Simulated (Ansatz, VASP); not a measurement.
## Two plane-wave programs on Mg2Si

Contents of INCAR:

```
SYSTEM = Mg2Si
PREC = Accurate
ENCUT = 600
EDIFF = 1E-6
ISMEAR = 0
SIGMA = 0.1
LREAL = .False.
LASPH = .True.
NELM = 200
ALGO = Normal
ISIF = 2
LWAVE = .False.
LCHARG = .False.
ISPIN = 2
MAGMOM = 0 0 0
LORBIT = 11
GGA = B5
ALDAX = 1.0
AGGAX = 1.0
AGGAC = 1.0
ALDAC = 0.0
NBANDS = 15
GGA_COMPAT = .False.
```

File KPOINTS:

```
Automatic mesh
0
Gamma
  2 2 2
  0 0 0
```

POSCAR

```
Mg2Si
1.0
    0.0000000000      3.1698179195      3.1698179195
    3.1698179195      0.0000000000      3.1698179195
    3.1698179195      3.1698179195      0.0000000000
Mg Si
2 1
Direct
    0.2500000000      0.2500000000      0.2500000000
    0.7500000000      0.7500000000      0.7500000000
    0.0000000000      0.0000000000      0.0000000000
```

Input for Ansatz:

```yaml
crystal:
  lattice:
    - [0.0, 3.1698179195, 3.1698179195]
    - [3.1698179195, 0.0, 3.1698179195]
    - [3.1698179195, 3.1698179195, 0.0]
  atoms:
    - { symbol: Mg, position: [0.25, 0.25, 0.25] }
    - { symbol: Mg, position: [0.75, 0.75, 0.75] }
    - { symbol: Si, position: [0.0, 0.0, 0.0] }
basis: {}
kpoints:
  mp_grid: { grid: [2, 2, 2] }
  band_path: { path: [VBM, CBM], npoints: 5 }
hamiltonian:
  xc: blyp
  pseudopotentials: { kind: paw, source: ansatz }
scf:
  occupations: { method: gaussian, width: 0.1 }
output:
  forces: true
  stress: true
  eigenvalues: true
magnetization:
  spin_polarized: true
  initial_magnetization: 2.0
```

Alike in both runs: task single point; functional BLYP; k mesh 2 × 2 × 2; occupations gaussian, width 0.1 eV; collinear spin.

|  | VASP | Ansatz |
| --- | --- | --- |
| version | VASP 6.6.1 | Ansatz 0.2.0 |
| potentials or method | VASP PAW PBE potentials, release 64 (Mg, Si) | scalar-relativistic, plane waves, PAW (harder set) |
| plane-wave cutoff (eV) | 600 | 620 |
| valence electrons in the cell | 8 | 24 |

Ansatz gave:

```
gap on the k mesh at the Fermi level (eV) : 0.20
least direct gap on the mesh (eV)         : 1.87
pressure (GPa)                            : 3.3
net moment per atom (μB)                  : 0.00
```

Question: Estimate VASP's values.

Answer: gap on the k mesh at the Fermi level (eV): 0.20; least direct gap on the mesh (eV): 1.88; pressure (GPa): 3.2; net moment per atom (μB): 0.00.

VASP's potentials were made for PBE, not for BLYP. VASP's potentials hold 8 valence electrons a cell and Ansatz's 24, so a difference there can come from the potentials and not from the codes. Ansatz's warnings: seeded moment not kept.

The k mesh is coarse, so the values compare programs but aren't converged.
